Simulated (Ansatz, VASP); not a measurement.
TiO2: VASP beside Ansatz

INCAR

```
SYSTEM = TiO2
PREC = Accurate
ENCUT = 520
EDIFF = 1E-7
ISMEAR = 0
SIGMA = 0.05
LREAL = .False.
LASPH = .True.
NELM = 80
ALGO = Normal
ISIF = 2
LWAVE = .False.
LCHARG = .False.
GGA = PE
NBANDS = 33
```

File KPOINTS:

```
Automatic mesh
0
Gamma
  14 14 14
  0 0 0
```

The input POSCAR:

```
TiO2
1.0
   -1.8921000000      1.8921000000      4.7573000000
    1.8921000000     -1.8921000000      4.7573000000
    1.8921000000      1.8921000000     -4.7573000000
Ti O
2 4
Direct
    0.0000000000      0.0000000000      0.0000000000
    0.7500000000      0.2500000000      0.5000000000
    0.2081000000      0.2081000000      0.0000000000
    0.9581000000      0.4581000000      0.5000000000
    0.5419000000      0.0419000000      0.5000000000
    0.7919000000      0.7919000000      0.0000000000
```

Input for Ansatz:

```yaml
crystal:
  lattice:
    - [-1.8921, 1.8921, 4.7573]
    - [1.8921, -1.8921, 4.7573]
    - [1.8921, 1.8921, -4.7573]
  atoms:
    - { symbol: Ti, position: [0.0, 0.0, 0.0] }
    - { symbol: Ti, position: [0.75, 0.25, 0.5] }
    - { symbol: O, position: [0.2081, 0.2081, 0.0] }
    - { symbol: O, position: [0.9581, 0.4581, 0.5] }
    - { symbol: O, position: [0.5419, 0.0419, 0.5] }
    - { symbol: O, position: [0.7919, 0.7919, 0.0] }
basis:
  ecutwfc: 420
kpoints:
  mp_grid: { grid: [14, 14, 14] }
hamiltonian:
  xc: pbe
scf:
  occupations: { method: gaussian, width: 0.05 }
output:
  forces: true
  eigenvalues: true
  eigenstates:
    nscf_kmesh: { grid: [24, 24, 24] }
    top_band: c6
    de_dk: true
    localisation: true
  stress: true
checkpoint:
  write: ck
  compress: false
  write_wavefunctions: false
  write_every: 100000
```

Alike in both runs: task single point; functional PBE; k mesh 14 × 14 × 14; occupations gaussian, width 0.05 eV; no spin polarisation.

```csv
,VASP,Ansatz
version,VASP 6.6.1,Ansatz 0.2.0
potentials or method,"VASP PAW PBE potentials, release 64 (Ti_sv, O), cutoff 520 eV","scalar-relativistic, plane waves, PAW"
valence electrons in the cell,48,48
```

VASP gave:

* gap on the k mesh at the Fermi level (eV): 2.10
* pressure (GPa): 5.9
* traceless stress, the component that is largest in VASP (GPa): 0.92
* rms of the force components (eV/Å): 0.059

**Question.** Which values does Ansatz return?

**Answer.** gap on the k mesh at the Fermi level (eV): 2.12; pressure (GPa): 5.2; traceless stress, the component that is largest in VASP (GPa): 0.86; rms of the force components (eV/Å): 0.048.

Atom by atom the forces differ by 0.011 eV/Å (rms over components).
